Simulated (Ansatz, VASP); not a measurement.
## YSe2: VASP beside Ansatz

```
CELL_PARAMETERS angstrom
0.00000 3.42941 3.42941
3.42941 0.00000 3.42941
3.42941 3.42941 0.00000
ATOMIC_POSITIONS crystal
Y 0.00000 0.00000 0.00000
Se 0.25000 0.25000 0.25000
Se 0.75000 0.75000 0.75000
```

Alike in both runs: task single point; functional LDA; k mesh 8 × 8 × 8; occupations gaussian, width 0.05 eV; no spin polarisation.

|  | VASP | Ansatz |
| --- | --- | --- |
| version | VASP 6.6.1 | Ansatz 0.2.0 |
| potentials or method | VASP PAW LDA potentials, release 64 (Y_sv, Se), cutoff 520 eV | scalar-relativistic, plane waves, PAW |
| valence electrons in the cell | 23 | 43 |

Ansatz gave:

* gap on the k mesh at the Fermi level (eV): none
* pressure (GPa): -4.5

Task: What did VASP give for the same quantities?

Result: gap on the k mesh at the Fermi level (eV): none; pressure (GPa): -4.4.

LDA's correlation is that of Perdew and Zunger in VASP and of Perdew and Wang (1992) in Ansatz. A gap of «none» marks a metal or a gap that the smearing closes. VASP's potentials hold 23 valence electrons a cell and Ansatz's 43, so a difference there can come from the potentials and not from the codes.
